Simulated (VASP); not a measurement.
A run of VASP 6.6.1 is set up as follows.

Contents of INCAR:

```
SYSTEM = TiO2
PREC = Accurate ; ENCUT = 520
EDIFF = 1E-7 ; ISMEAR = -1
SIGMA = 0.05 ; LREAL = .FALSE.
LASPH = .TRUE. ; NELM = 100
ALGO = Normal ; ISIF = 2
LWAVE = .FALSE. ; LCHARG = .FALSE.
GGA = PE ; NBANDS = 60
```

The input KPOINTS:

```
Automatic mesh
0
G
  6 6 6
  0 0 0
```

File POSCAR:

```
TiO2
1.0
   -4.3507577183      4.3507577183      1.9630578197
    4.3507577183     -4.3507577183      1.9630578197
    4.3507577183      4.3507577183     -1.9630578197
Ti O
4 8
Direct
    0.2922817050      0.9971447550      0.2894264600
    0.0028552450      0.2922817050      0.2951369500
    0.9971447550      0.7077182950      0.7048630500
    0.7077182950      0.0028552450      0.7105735400
    0.4988638250      0.8492152850      0.3480791100
    0.1616620200      0.1596026000      0.3212646200
    0.1507847150      0.4988638250      0.6496485400
    0.1596026000      0.8383379800      0.9979405800
    0.8403974000      0.1616620200      0.0020594200
    0.8492152850      0.5011361750      0.3503514600
    0.8383379800      0.8403974000      0.6787353800
    0.5011361750      0.1507847150      0.6519208900
```

Potentials or basis: VASP PAW PBE potentials, release 64 (Ti_sv, O).

The run is started by

```console
$ cat potpaw_PBE.64/Ti_sv/POTCAR potpaw_PBE.64/O/POTCAR > POTCAR
$ mpirun -np 1 vasp_std > vasp.out
```

Q: What does it give for the band gap on the k mesh?

A: 1.62 eV, indirect (least direct gap 2.22 eV).

Q: Estimate the largest force.

A: 0.677 eV/Å.

Stress tensor (GPa, compression positive):
```
  0.56   0.00   0.00
  0.00   0.56   0.00
  0.00   0.00 -10.10
```

A k mesh can miss the band edges. As with any semilocal functional, this PBE gap is likely too small.
